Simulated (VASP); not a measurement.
# BrAg in VASP: single point with PBE

Aim: the single point of BrAg with PBE.

Program: VASP 6.6.1. These are calculated values, not measurements. Logs are shortened: lines on timing, memory, paths and dates and some standing lists are left out, and cuts for length are marked.

## (1) The cell of the first run

The cell holds a molecule in a box, 2 atoms: a = 12.000 Å, b = 10.000 Å, c = 11.000 Å, α = 90.00°, β = 90.00°, γ = 90.00°.

## (2) Single point, PBE (last atom moved by 0.08 Å along z)

The input, INCAR:

```
SYSTEM = AgBr
GGA = PE ; ISMEAR = 0
SIGMA = 0.03 ; LWAVE = .False.
LCHARG = .False. ; ISIF = 0
PREC = Accurate ; LASPH = .True.
LREAL = .False. ; ALGO = Normal
EDIFF = 1E-6 ; NELM = 120
GGA_COMPAT = .False. ; ENCUT = 560
EFERMI = MIDGAP ; NELMDL = -8
NBANDS = 29
```

The input, KPOINTS:

```
k-points
0
Gamma
  1 1 1
```

The input, POSCAR:

```
AgBr
1.0
   12.0000000000      0.0000000000      0.0000000000
    0.0000000000     10.0000000000      0.0000000000
    0.0000000000      0.0000000000     11.0000000000
Br Ag
1 1
Direct
    0.5865208300      0.4657700000      0.5500954500
    0.4156458300      0.5384300000      0.4633590900
```

Potentials or basis: VASP PAW PBE potentials, release 64 (Br, Ag).

The run is started by

```sh
$ cat potpaw_PBE.64/Br/POTCAR potpaw_PBE.64/Ag/POTCAR > POTCAR
$ mpirun -np 1 vasp_gam > vasp.out
```

OUTCAR:

```text
SYSTEM = AgBr
   GGA = PE
   ISMEAR = 0
   ISIF = 0
   PREC = Accurate
   LASPH = .True.
   LREAL = .False.
   EDIFF = 1E-6
   NELM = 120
   ENCUT = 560
   EFERMI = MIDGAP
   NELMDL = -8

 ion  position               nearest neighbor table
   1  0.587  0.466  0.550-   2 2.38
   2  0.416  0.538  0.463-   1 2.38

  LATTYP: Found a simple orthorhombic cell.
 ALAT       =    10.0000000000
 B/A-ratio  =     1.1000000000
 C/A-ratio  =     1.2000000000

  Lattice vectors:

 A1 = (   0.0000000000,  10.0000000000,   0.0000000000)
 A2 = (   0.0000000000,   0.0000000000,  11.0000000000)
 A3 = (  12.0000000000,   0.0000000000,   0.0000000000)

Analysis of symmetry for initial positions (statically):
=====================================================================
 Subroutine PRICEL returns:
 Original cell was already a primitive cell.

 Routine SETGRP: Setting up the symmetry group for a
 simple orthorhombic supercell.

 Subroutine GETGRP returns: Found  1 space group operations
 (whereof  1 operations were pure point group operations)
 out of a pool of  8 trial point group operations.

The static configuration has the point symmetry C_1 .

Analysis of symmetry for dynamics (positions and initial velocities):
=====================================================================
 Subroutine PRICEL returns:
 Original cell was already a primitive cell.

 Routine SETGRP: Setting up the symmetry group for a
 simple orthorhombic supercell.

 Subroutine GETGRP returns: Found  1 space group operations
 (whereof  1 operations were pure point group operations)
 out of a pool of  8 trial point group operations.

The dynamic configuration has the point symmetry C_1 .

 Subroutine INISYM returns: Found  1 space group operations
 (whereof  1 operations are pure point group operations),
 and found     1 'primitive' translations

----------------------------------------------------------------------------------------

                                     Primitive cell

  volume of cell :    1320.0000

  direct lattice vectors                    reciprocal lattice vectors
    12.000000000  0.000000000  0.000000000     0.083333333  0.000000000  0.000000000
     0.000000000 10.000000000  0.000000000     0.000000000  0.100000000  0.000000000
     0.000000000  0.000000000 11.000000000     0.000000000  0.000000000  0.090909091

  length of vectors
    12.000000000 10.000000000 11.000000000     0.083333333  0.100000000  0.090909091

  position of ions in fractional coordinates (direct lattice)
     0.586520830  0.465770000  0.550095450
     0.415645830  0.538430000  0.463359090

  ion indices of the primitive-cell ions
   primitive index   ion index
                 1           1
                 2           2

----------------------------------------------------------------------------------------

 KPOINTS: k-points

Automatic generation of k-mesh.
 Grid dimensions read from file:
 generate k-points for:    1    1    1

 Generating k-lattice:

  Cartesian coordinates                     Fractional coordinates (reciprocal lattice)
     0.083333333  0.000000000  0.000000000     1.000000000  0.000000000  0.000000000
     0.000000000  0.100000000  0.000000000     0.000000000  1.000000000  0.000000000
     0.000000000  0.000000000  0.090909091     0.000000000  0.000000000  1.000000000

  Length of vectors
     0.083333333  0.100000000  0.090909091

  Shift w.r.t. Gamma in fractional coordinates (k-lattice)
     0.000000000  0.000000000  0.000000000

 Subroutine IBZKPT returns following result:
 ===========================================

 Found      1 irreducible k-points:

 Following reciprocal coordinates:
            Coordinates               Weight
  0.000000  0.000000  0.000000      1.000000
   k-points           NKPTS =      1   k-points in BZ     NKDIM =      1   number of bands    NBANDS=     29
   number of dos      NEDOS =    301   number of ions     NIONS =      2
   total plane-waves  NPLWV = 691200
   dimension x,y,z NGX =    96 NGY =   80 NGZ =   90
   dimension x,y,z NGXF=   192 NGYF=  160 NGZF=  180
   ions per type =               1   1
   NGX,Y,Z   is equivalent  to a cutoff of  13.30, 13.30, 13.60 a.u.
   NGXF,Y,Z  is equivalent  to a cutoff of  26.60, 26.60, 27.20 a.u.
 SYSTEM =  AgBr
   PREC   = accura    normal or accurate (medium, high low for compatibility)
   ISTART =      0    job   : 0-new  1-cont  2-samecut
   ICHARG =      2    charge: 1-file 2-atom 10-const
   ISPIN  =      1    spin polarized calculation?
   LNONCOLLINEAR =      F non collinear calculations
   LSORBIT =      F    spin-orbit coupling
   LASPH  =      T    aspherical Exc in radial PAW
   ENCUT  =  560.0 eV  41.16 Ry    6.42 a.u.  23.15 19.30 21.22*2*pi/ulx,y,z
   NELM   =    120;   NELMIN=  2; NELMDL= -8     # of ELM steps
   EDIFF  = 0.1E-05   stopping-criterion for ELM
   LREAL  =      F    real-space projection
   EDIFFG = 0.1E-04   stopping-criterion for IOM
   NSW    =      0    number of steps for IOM
   IBRION =     -1    ionic relax: 0-MD 1-quasi-New 2-CG
   NFREE  =      0    steps in history (QN), initial steepest desc. (CG)
   ISIF   =      0    stress and relaxation
   ISYM   =      2    0-nonsym 1-usesym 2-fastsym
   POTIM  = 0.5000    time-step for ionic-motion
   TEBEG  =    0.0;   TEEND  =   0.0 temperature during run

   SCALEE = 1.0000    scale energy and forces
   PSTRESS=    0.0 pullay stress
   NELECT =      18.0000    total number of electrons
   NUPDOWN=      -1.0000    fix difference up-down
   EMIN   =  10.00;   EMAX   =-10.00  energy-range for DOS
   EFERMI =   0.00;   METHOD = MIDGAP
   ISMEAR =     0;   SIGMA  =   0.03  broadening in eV -4-tet -1-fermi 0-gaus
   EFERMI_NEDOS =   21; number of points for ismear=-14 and -15
   IALGO  =     38    algorithm
   IMIX   =      4    mixing-type and parameters
     AMIX     =   0.40;   BMIX     =  1.00
     AMIX_MAG =   1.60;   BMIX_MAG =  1.00
  volume/ion in A,a.u.               =     660.00      4453.90
  Fermi-wavevector in a.u.,A,eV,Ry     =   0.391118  0.739106  2.081327  0.152973
  Thomas-Fermi vector in A             =   1.333545
   LORBIT       =      0    0 simple, 1 ext, 2 COOP (PROOUT), +10 PAW based schemes
   GGA     = PE    functional components
   LHFCALC =     F    Hartree Fock is set to
   AEXX    =    0.0000 exact exchange contribution
   IVDW    =     0    specifies the selected vdW correction
   LEPSILON=     F    determine dielectric tensor
   LRPA    =     F    only Hartree local field effects (RPA)

   CSHIFT  =0.1000    complex shift for real part using Kramers Kronig

   OMEGAMAX=  -1.0    maximum frequency
 non-spin polarized calculation
 Gauss-broadening in eV      SIGMA  =   0.03
  energy-cutoff  :      560.00
  volume of cell :     1320.00
 maximum number of plane-waves:     19858
 NGX is ok and might be reduce to    96
   NGX = 47   NGY = 39   NGZ = 43

 number of electron      18.0000003 magnetization

 Free energy of the ion-electron system (eV)
  ---------------------------------------------------
  ext. energy  EPLUGINS =         0.00000000
  ---------------------------------------------------
  free energy    TOTEN  =        -3.39971381 eV

  energy without entropy =       -3.39971381  energy(sigma->0) =       -3.39971381

 E-fermi :  -4.7544     XC(G=0):  -0.9238

 val. band max:       -5.8591335480   @ k =   0.0000   0.0000   0.0000
 cond. band min:      -3.6495775187   @ k =   0.0000   0.0000   0.0000
 fundamental gap:      2.2095560293
 Fermi energy:        -4.7543555333

 k-point     1 :       0.0000    0.0000    0.0000
  band No.  band energies     occupation
      1     -18.4413      2.00000
      2      -9.1812      2.00000
      3      -8.5144      2.00000
      4      -8.5143      2.00000
      5      -8.1151      2.00000
      6      -8.1151      2.00000
[... 13 lines left out ...]
     20       1.9162      0.00000
     21       2.0030      0.00000
 [bands above 21 left out]

------------------------ aborting loop because EDIFF is reached ----------------------------------------

 VOLUME and BASIS-vectors are now :
 -----------------------------------------------------------------------------
  energy-cutoff  :      560.00
  volume of cell :     1320.00
      direct lattice vectors                 reciprocal lattice vectors
    12.000000000  0.000000000  0.000000000     0.083333333  0.000000000  0.000000000
     0.000000000 10.000000000  0.000000000     0.000000000  0.100000000  0.000000000
     0.000000000  0.000000000 11.000000000     0.000000000  0.000000000  0.090909091

 POSITION                                       TOTAL-FORCE (eV/Angst)
 -----------------------------------------------------------------------------------
      7.03825      4.65770      6.05105         0.279600     -0.103394      0.132679
      4.98775      5.38430      5.09695        -0.279600      0.103394     -0.132679
 -----------------------------------------------------------------------------------
    total drift:                               -0.000136     -0.000048     -0.000173

  FREE ENERGIE OF THE ION-ELECTRON SYSTEM (eV)
  ---------------------------------------------------
  free  energy   TOTEN  =        -3.3997138077 eV

  energy  without entropy=       -3.3997138077  energy(sigma->0) =       -3.39971381
```

Wall time 2.4 min (1 thread of Intel Xeon Platinum 8375C at 2.90GHz (Ice Lake), shared host); peak memory 1 GiB.

What came out:

```
Free energy                     : -3.3997 eV
Largest force                   : 0.326 eV/Å
Gap between the frontier levels : 2.21 eV
```

Forces on the atoms (eV/Å):
```
Br   0.280 -0.103  0.133
Ag  -0.280  0.103 -0.133
```

Caveat: the cell differs from its parent crystal (last atom moved by 0.08 Å along z).
